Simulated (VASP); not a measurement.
# BN (P2_1/m) in VASP: further runs

Runs on BN. Level: PBE. Tasks: single point.

All numbers are computed with VASP 6.6.1; they aren't measurements. Logs are shortened: lines on timing, memory, paths and dates and some standing lists are left out, and cuts for length are marked.

### 1 The cell of the first run

Symmetry: P2_1/m, No. 11, monoclinic system. The conventional cell has a = 2.504 Å, b = 6.661 Å, c = 2.504 Å, α = 90.00°, β = 120.00°, γ = 90.00°. Within 1.9 Å of B (site symmetry m) lie 3 N at 1.45 Å. Within 1.9 Å of N (site symmetry m) lie 3 B at 1.45 Å.

### 2 Single point, PBE (mode 4 (44.6 1/cm) frozen in, largest displacement -0.060 Å)

Contents of INCAR:

```
SYSTEM = BN
  PREC = Accurate
  ENCUT = 520
  EDIFF = 1E-7
  ISMEAR = 0
  SIGMA = 0.05
  LREAL = .FALSE.
  LASPH = .TRUE.
  NELM = 80
  ALGO = Normal
  ISIF = 2
  LWAVE = .FALSE.
  LCHARG = .FALSE.
  GGA = PE
  NBANDS = 16
```

Contents of KPOINTS:

```
Automatic mesh
0
G
  12 12 4
  0 0 0
```

Contents of POSCAR:

```
BN
1.0
    2.5039917043      0.0000000000      0.0000000000
   -1.2519958522      2.1685204268      0.0000000000
    0.0000000000      0.0000000000      6.6612000000
B N
2 2
Direct
    0.3066074843      0.6471019873      0.2500000000
    0.6933925157      0.3528980127      0.7500000000
    0.3600302867      0.6862101929      0.7500000000
    0.6399697133      0.3137898071      0.2500000000
```

Potentials or basis: VASP PAW PBE potentials, release 64 (B, N).

On the command line:

```console
cat potpaw_PBE.64/B/POTCAR potpaw_PBE.64/N/POTCAR > POTCAR
mpirun -np 1 vasp_std > vasp.out
```

OUTCAR:

```text
SYSTEM = BN
   PREC = Accurate
   ENCUT = 520
   EDIFF = 1E-7
   ISMEAR = 0
   LREAL = .FALSE.
   LASPH = .TRUE.
   NELM = 80
   ISIF = 2
   GGA = PE

 ion  position               nearest neighbor table
   1  0.307  0.647  0.250-   4 1.45   4 1.45   4 1.45
   2  0.693  0.353  0.750-   3 1.45   3 1.45   3 1.45
   3  0.360  0.686  0.750-   2 1.45   2 1.45   2 1.45
   4  0.640  0.314  0.250-   1 1.45   1 1.45   1 1.45

  LATTYP: Found a hexagonal cell.
 ALAT       =     2.5039917043
 C/A-ratio  =     2.6602324555

  Lattice vectors:

 A1 = (   2.5039917043,   0.0000000000,   0.0000000000)
 A2 = (  -1.2519958522,   2.1685204268,   0.0000000000)
 A3 = (   0.0000000000,   0.0000000000,   6.6612000000)

Analysis of symmetry for initial positions (statically):
=====================================================================
 Subroutine PRICEL returns:
 Original cell was already a primitive cell.

 Routine SETGRP: Setting up the symmetry group for a
 hexagonal supercell.

 Subroutine GETGRP returns: Found  4 space group operations
 (whereof  2 operations were pure point group operations)
 out of a pool of 24 trial point group operations.

The static configuration has the point symmetry S_2 .
 The point group associated with its full space group is C_2h.

Analysis of symmetry for dynamics (positions and initial velocities):
=====================================================================
 Subroutine PRICEL returns:
 Original cell was already a primitive cell.

 Routine SETGRP: Setting up the symmetry group for a
 hexagonal supercell.

 Subroutine GETGRP returns: Found  4 space group operations
 (whereof  2 operations were pure point group operations)
 out of a pool of 24 trial point group operations.

The dynamic configuration has the point symmetry S_2 .
 The point group associated with its full space group is C_2h.

 Subroutine INISYM returns: Found  4 space group operations
 (whereof  2 operations are pure point group operations),
 and found     1 'primitive' translations

----------------------------------------------------------------------------------------

                                     Primitive cell

  volume of cell :      36.1700

  direct lattice vectors                    reciprocal lattice vectors
     2.503991704  0.000000000  0.000000000     0.399362345  0.230571958  0.000000000
    -1.251995852  2.168520427  0.000000000     0.000000000  0.461143915  0.000000000
     0.000000000  0.000000000  6.661200000     0.000000000  0.000000000  0.150123101

[... 85 lines left out ...]
   ENCUT  =  520.0 eV  38.22 Ry    6.18 a.u.   4.66  4.66 12.39*2*pi/ulx,y,z
   NELM   =     80;   NELMIN=  2; NELMDL= -5     # of ELM steps
   EDIFF  = 0.1E-06   stopping-criterion for ELM
   LREAL  =      F    real-space projection
   EDIFFG = 0.1E-05   stopping-criterion for IOM
   NSW    =      0    number of steps for IOM
   IBRION =     -1    ionic relax: 0-MD 1-quasi-New 2-CG
   NFREE  =      0    steps in history (QN), initial steepest desc. (CG)
   ISIF   =      2    stress and relaxation
   ISYM   =      2    0-nonsym 1-usesym 2-fastsym
   POTIM  = 0.5000    time-step for ionic-motion
   TEBEG  =    0.0;   TEEND  =   0.0 temperature during run
   PSTRESS=    0.0 pullay stress
   NELECT =      16.0000    total number of electrons
   NUPDOWN=      -1.0000    fix difference up-down
   EMIN   =  10.00;   EMAX   =-10.00  energy-range for DOS
   EFERMI =   0.00;   METHOD = LEGACY
   ISMEAR =     0;   SIGMA  =   0.05  broadening in eV -4-tet -1-fermi 0-gaus
   EFERMI_NEDOS =   21; number of points for ismear=-14 and -15
   IALGO  =     38    algorithm
   IMIX   =      4    mixing-type and parameters
     AMIX     =   0.40;   BMIX     =  1.00
     AMIX_MAG =   1.60;   BMIX_MAG =  1.00
  volume/ion in A,a.u.               =       9.04        61.02
  Fermi-wavevector in a.u.,A,eV,Ry     =   1.247379  2.357205 21.170055  1.555955
  Thomas-Fermi vector in A             =   2.381514
   LORBIT       =      0    0 simple, 1 ext, 2 COOP (PROOUT), +10 PAW based schemes
   GGA     = PE    functional components
   LHFCALC =     F    Hartree Fock is set to
   AEXX    =    0.0000 exact exchange contribution
   IVDW    =     0    specifies the selected vdW correction
   LEPSILON=     F    determine dielectric tensor
   LRPA    =     F    only Hartree local field effects (RPA)
 non-spin polarized calculation
 Gauss-broadening in eV      SIGMA  =   0.05
  energy-cutoff  :      520.00
  volume of cell :       36.17
 maximum number of plane-waves:       992
   NGX =  9   NGY =  9   NGZ = 25

 number of electron      15.9999998 magnetization

 Free energy of the ion-electron system (eV)
  ---------------------------------------------------
  ext. energy  EPLUGINS =         0.00000000
  ---------------------------------------------------
  free energy    TOTEN  =       -35.15417692 eV

  energy without entropy =      -35.15417692  energy(sigma->0) =      -35.15417692

 E-fermi :   2.4965     XC(G=0): -10.0492

 val. band max:        2.2847784840   @ k =  -0.4167  -0.2500   0.0000
 cond. band min:       6.3448011350   @ k =   0.5000   0.0000   0.0000
 fundamental gap:      4.0600226510
 Fermi energy:         2.4965196954

 k-point     1 :       0.0000    0.0000    0.0000
  band No.  band energies     occupation
      1     -15.5471      2.00000
      2     -15.2597      2.00000
      3      -3.9515      2.00000
      4      -1.8582      2.00000
      5       0.9179      2.00000
      6       0.9186      2.00000
[... 433 lines left out ...]
      3      -2.6696      2.00000
      4      -2.0486      2.00000
      5      -2.0138      2.00000
      6      -0.7232      2.00000
[... 8 lines left out ...]
     15      16.7875      0.00000
     16      17.5327      0.00000

 [... further k-points ...]
[... 5 lines left out ...]
  --------------------------------------------------------------------------------------
  -------------------------------------------------------------------------------------
  Total        0.8271456      0.8536961      0.6158539     -0.0131702      0.0000000      0.0000000
  in kB       36.6390071     37.8150784     27.2796871     -0.5833819      0.0000000      0.0000000
  external PRESSURE =      33.9112575 kB  Pullay stress =       0.0000000 kB

 VOLUME and BASIS-vectors are now :
 -----------------------------------------------------------------------------
  energy-cutoff  :      520.00
  volume of cell :       36.17
      direct lattice vectors                 reciprocal lattice vectors
     2.503991704  0.000000000  0.000000000     0.399362345  0.230571958  0.000000000
    -1.251995852  2.168520427  0.000000000     0.000000000  0.461143915  0.000000000
     0.000000000  0.000000000  6.661200000     0.000000000  0.000000000  0.150123101

 POSITION                                       TOTAL-FORCE (eV/Angst)
 -----------------------------------------------------------------------------------
     -0.04243      1.40325      1.66530         0.004031      0.003347     -0.000000
      1.29442      0.76527      4.99590        -0.004031     -0.003347      0.000000
      0.04238      1.48806      4.99590        -0.002348     -0.004301      0.000000
      1.20962      0.68046      1.66530         0.002348      0.004301      0.000000
 -----------------------------------------------------------------------------------
    total drift:                               -0.000000      0.000000     -0.000000

  FREE ENERGIE OF THE ION-ELECTRON SYSTEM (eV)
  ---------------------------------------------------
  free  energy   TOTEN  =       -35.1541769191 eV

  energy  without entropy=      -35.1541769191  energy(sigma->0) =      -35.15417692
```

Wall time 2.1 min (1 thread of AMD EPYC 7R43 (Zen 3), shared host); peak memory 0.19 GiB.

Results:

```yaml
Free_energy: -35.1542 eV
Pressure: 3.4 GPa
Largest_force: 0.005 eV/Å
Band_gap_on_the_k_mesh: 4.06 eV, indirect (least direct gap 4.43 eV)
```

Forces in eV/Å, atoms in the order of the input:
```
B    0.004  0.003  0.000
B   -0.004 -0.003  0.000
N   -0.002 -0.004  0.000
N    0.002  0.004  0.000
```

Levels at points of the mesh, in eV from the valence-band top:
```tsv
k point	band 4	band 5	band 6	band 7	band 8	band 9	band 10	band 11	band 12	band 13
(0.00, 0.00, 0.00)	-4.14	-1.37	-1.37	-1.33	-1.33	5.20	10.24	11.50	11.53	11.62
(0.50, 0.00, 0.00)	-8.85	-4.18	-4.12	-1.50	-0.40	4.06	5.75	9.50	9.93	12.59
(0.00, 0.50, 0.00)	-8.89	-4.18	-4.12	-1.43	-0.53	4.39	5.47	9.50	9.92	12.75
(0.50, 0.50, 0.00)	-8.88	-4.18	-4.12	-1.46	-0.49	4.30	5.55	9.49	9.93	12.70
(0.00, 0.00, 0.50)	-5.31	-1.35	-1.35	-1.35	-1.35	7.55	7.55	11.57	11.57	11.57
(0.50, 0.00, 0.50)	-8.91	-4.15	-4.15	-0.95	-0.95	4.70	4.70	9.87	9.87	13.56
(0.00, 0.50, 0.50)	-8.91	-4.15	-4.15	-0.95	-0.95	4.70	4.70	9.89	9.89	13.54
(0.50, 0.50, 0.50)	-8.91	-4.15	-4.15	-0.95	-0.95	4.70	4.70	9.88	9.88	13.54
```

Caveat: the cell differs from its parent crystal (mode 4 (44.6 1/cm) frozen in, largest displacement -0.060 Å); this functional lacks dispersion, which binds the layers, so the pressure and a relaxed spacing across them are unreliable. A k mesh can miss the band edges.

### 3 Single point, PBE (mode 4 (44.6 1/cm) frozen in, largest displacement +0.030 Å)

Contents of INCAR:

```
PREC = Accurate ; ENCUT = 520
EDIFF = 1E-7 ; ISMEAR = 0
SIGMA = 0.05 ; LREAL = False
LASPH = True ; NELM = 80
ALGO = Normal ; ISIF = 2
LWAVE = False ; LCHARG = False
GGA = PE ; NBANDS = 16
```

Contents of KPOINTS:

```
regular mesh
0
Gamma
  12 12 4
```

Contents of POSCAR:

```
BN
1.0
    2.5039917043      0.0000000000      0.0000000000
   -1.2519958522      2.1685204268      0.0000000000
    0.0000000000      0.0000000000      6.6612000000
B N
2 2
Direct
    0.3466962579      0.6764490064      0.2500000000
    0.6533037421      0.3235509936      0.7500000000
    0.3199848567      0.6568949035      0.7500000000
    0.6800151433      0.3431050965      0.2500000000
```

Potentials or basis: VASP PAW PBE potentials, release 64 (B, N).

On the command line:

```console
cat potpaw_PBE.64/B/POTCAR potpaw_PBE.64/N/POTCAR > POTCAR
mpirun -np 1 vasp_std > vasp.out
```

It took 2 min on 1 thread of AMD EPYC 7R43 (Zen 3), shared host; peak memory 0.19 GiB.

Results (log left out):

```yaml
Free_energy: -35.1546 eV
Pressure: 3.4 GPa
Largest_force: 0.003 eV/Å
Band_gap_on_the_k_mesh: 4.20 eV, indirect (least direct gap 4.59 eV)
```

Forces on the atoms (eV/Å):
```
B   -0.002 -0.002  0.000
B    0.002  0.002  0.000
N    0.003  0.002  0.000
N   -0.003 -0.002  0.000
```

Stress tensor (GPa, compression positive):
```
3.76 0.03 0.00
0.03 3.70 0.00
0.00 0.00 2.71
```

Levels at points of the mesh, in eV from the valence-band top:
```tsv
k point	band 5	band 6	band 7	band 8	band 9	band 10	band 11	band 12
(0.00, 0.00, 0.00)	-1.34	-1.34	-1.31	-1.30	5.23	10.27	11.53	11.54
(0.50, 0.00, 0.00)	-4.15	-4.09	-1.42	-0.49	4.37	5.54	9.52	9.94
(0.00, 0.50, 0.00)	-4.15	-4.09	-1.46	-0.42	4.20	5.68	9.52	9.96
(0.50, 0.50, 0.00)	-4.15	-4.09	-1.45	-0.44	4.24	5.64	9.52	9.95
(0.00, 0.00, 0.50)	-1.32	-1.32	-1.32	-1.32	7.58	7.58	11.60	11.60
(0.50, 0.00, 0.50)	-4.12	-4.12	-0.93	-0.93	4.73	4.73	9.91	9.91
(0.00, 0.50, 0.50)	-4.12	-4.12	-0.93	-0.93	4.73	4.73	9.90	9.90
(0.50, 0.50, 0.50)	-4.12	-4.12	-0.93	-0.93	4.73	4.73	9.91	9.91
```

Caveat: the cell differs from its parent crystal (mode 4 (44.6 1/cm) frozen in, largest displacement +0.030 Å); this functional lacks dispersion, which binds the layers, so the pressure and a relaxed spacing across them are unreliable.

### 4 Single point, PBE (mode 4 (44.6 1/cm) frozen in, largest displacement +0.060 Å)

Contents of INCAR:

```
SYSTEM = BN
ALGO = Normal ; EDIFF = 1E-6
ENCUT = 520 ; GGA = PE
ISIF = 2 ; ISMEAR = 0
LASPH = .True. ; LCHARG = .False.
LREAL = .False. ; LWAVE = .False.
NBANDS = 16 ; NELM = 80
PREC = Accurate ; SIGMA = 0.05
```

Contents of KPOINTS:

```
k-points
0
Gamma
  12 12 4
  0 0 0
```

Contents of POSCAR:

```
BN
1.0
    2.5039917043      0.0000000000      0.0000000000
   -1.2519958522      2.1685204268      0.0000000000
    0.0000000000      0.0000000000      6.6612000000
B N
2 2
Direct
    0.3600591824      0.6862313460      0.2500000000
    0.6399408176      0.3137686540      0.7500000000
    0.3066363800      0.6471231404      0.7500000000
    0.6933636200      0.3528768596      0.2500000000
```

On the command line:

```console
cat potpaw_PBE.64/B/POTCAR potpaw_PBE.64/N/POTCAR > POTCAR
mpirun -np 1 vasp_std > vasp.out
```

It took 1.7 min on 1 thread of AMD EPYC 7R43 (Zen 3), shared host; peak memory 0.19 GiB.

Results (log left out):

| Quantity | Value |
| --- | --- |
| Free energy | -35.1541 eV |
| Pressure | 3.4 GPa |
| Largest force | 0.008 eV/Å |
| Band gap on the k mesh | 4.11 eV, indirect (least direct gap 4.50 eV) |

Forces in eV/Å, atoms in the order of the input:
```
B   -0.003 -0.003  0.000
B    0.003  0.003  0.000
N    0.006  0.004  0.000
N   -0.006 -0.004  0.000
```

Stress tensor (GPa, compression positive):
```
3.79 0.06 0.00
0.06 3.67 0.00
0.00 0.00 2.75
```

Levels at points of the mesh, in eV from the valence-band top:
| k point | band 6 | band 7 | band 8 | band 9 | band 10 | band 11 |
| --- | --- | --- | --- | --- | --- | --- |
| (0.00, 0.00, 0.00) | -1.36 | -1.33 | -1.33 | 5.21 | 10.24 | 11.51 |
| (0.50, 0.00, 0.00) | -4.11 | -1.41 | -0.55 | 4.45 | 5.43 | 9.51 |
| (0.00, 0.50, 0.00) | -4.11 | -1.49 | -0.41 | 4.11 | 5.71 | 9.50 |
| (0.50, 0.50, 0.00) | -4.11 | -1.47 | -0.45 | 4.20 | 5.64 | 9.49 |
| (0.00, 0.00, 0.50) | -1.35 | -1.34 | -1.34 | 7.56 | 7.56 | 11.58 |
| (0.50, 0.00, 0.50) | -4.14 | -0.95 | -0.95 | 4.70 | 4.70 | 9.89 |
| (0.00, 0.50, 0.50) | -4.14 | -0.95 | -0.95 | 4.71 | 4.71 | 9.88 |
| (0.50, 0.50, 0.50) | -4.14 | -0.95 | -0.95 | 4.71 | 4.71 | 9.88 |

Caveat: the cell differs from its parent crystal (mode 4 (44.6 1/cm) frozen in, largest displacement +0.060 Å); this functional lacks dispersion, which binds the layers, so the pressure and a relaxed spacing across them are unreliable. A k mesh can miss the band edges.

### 5 Single point, PBE (mode 4 (44.6 1/cm) frozen in, largest displacement -0.030 Å)

Contents of INCAR:

```
ALGO     = Normal         # electronic algorithm
EDIFF    = 1E-6           # SCF threshold, eV
ENCUT    = 520            # plane-wave cutoff, eV
GGA      = PE             # functional
ISIF     = 2              # what is computed and relaxed
ISMEAR   = 0              # smearing method
LASPH    = T              # aspherical terms in the spheres
LCHARG   = F              # write CHGCAR
LREAL    = F              # projectors in reciprocal space
LWAVE    = F              # write WAVECAR
NBANDS   = 16             # bands
NELM     = 60             # most SCF steps
PREC     = Accurate       # precision mode
SIGMA    = 0.05           # smearing width, eV
```

Contents of KPOINTS:

```
k-points
0
Gamma
  12 12 4
```

Contents of POSCAR:

```
BN
1.0
    2.5039917043      0.0000000000      0.0000000000
   -1.2519958522      2.1685204268      0.0000000000
    0.0000000000      0.0000000000      6.6612000000
B N
2 2
Direct
    0.3199704088      0.6568843270      0.2500000000
    0.6800295912      0.3431156730      0.7500000000
    0.3466818100      0.6764384298      0.7500000000
    0.6533181900      0.3235615702      0.2500000000
```

On the command line:

```console
cat potpaw_PBE.64/B/POTCAR potpaw_PBE.64/N/POTCAR > POTCAR
mpirun -np 1 vasp_std > vasp.out
```

Wall time 1.7 min (1 thread of AMD EPYC 7R43 (Zen 3), shared host); peak memory 0.18 GiB.

Results (log left out):

- Free energy: -35.1546 eV
- Pressure: 3.4 GPa
- Band gap on the k mesh: 4.17 eV, indirect (least direct gap 4.56 eV)

Forces on the atoms (eV/Å):
```
B    0.002  0.002  0.000
B   -0.002 -0.002  0.000
N   -0.002 -0.002  0.000
N    0.002  0.002  0.000
```

Stress tensor (GPa, compression positive):
```
 3.70 -0.03  0.00
-0.03  3.76  0.00
 0.00  0.00  2.72
```

Levels at points of the mesh, in eV from the valence-band top:
| k point | band 5 | band 6 | band 7 | band 8 | band 9 | band 10 | band 11 | band 12 |
| --- | --- | --- | --- | --- | --- | --- | --- | --- |
| (0.00, 0.00, 0.00) | -1.34 | -1.34 | -1.31 | -1.31 | 5.23 | 10.27 | 11.53 | 11.54 |
| (0.50, 0.00, 0.00) | -4.16 | -4.09 | -1.46 | -0.41 | 4.17 | 5.70 | 9.52 | 9.95 |
| (0.00, 0.50, 0.00) | -4.16 | -4.09 | -1.43 | -0.48 | 4.34 | 5.56 | 9.52 | 9.94 |
| (0.50, 0.50, 0.00) | -4.16 | -4.09 | -1.44 | -0.46 | 4.29 | 5.60 | 9.52 | 9.95 |
| (0.00, 0.00, 0.50) | -1.33 | -1.33 | -1.33 | -1.33 | 7.58 | 7.58 | 11.60 | 11.60 |
| (0.50, 0.00, 0.50) | -4.12 | -4.12 | -0.93 | -0.93 | 4.73 | 4.73 | 9.90 | 9.90 |
| (0.00, 0.50, 0.50) | -4.12 | -4.12 | -0.93 | -0.93 | 4.73 | 4.73 | 9.91 | 9.91 |
| (0.50, 0.50, 0.50) | -4.12 | -4.12 | -0.93 | -0.93 | 4.73 | 4.73 | 9.91 | 9.91 |

Caveat: the cell differs from its parent crystal (mode 4 (44.6 1/cm) frozen in, largest displacement -0.030 Å); this functional lacks dispersion, which binds the layers, so the pressure and a relaxed spacing across them are unreliable. A k mesh can miss the band edges.
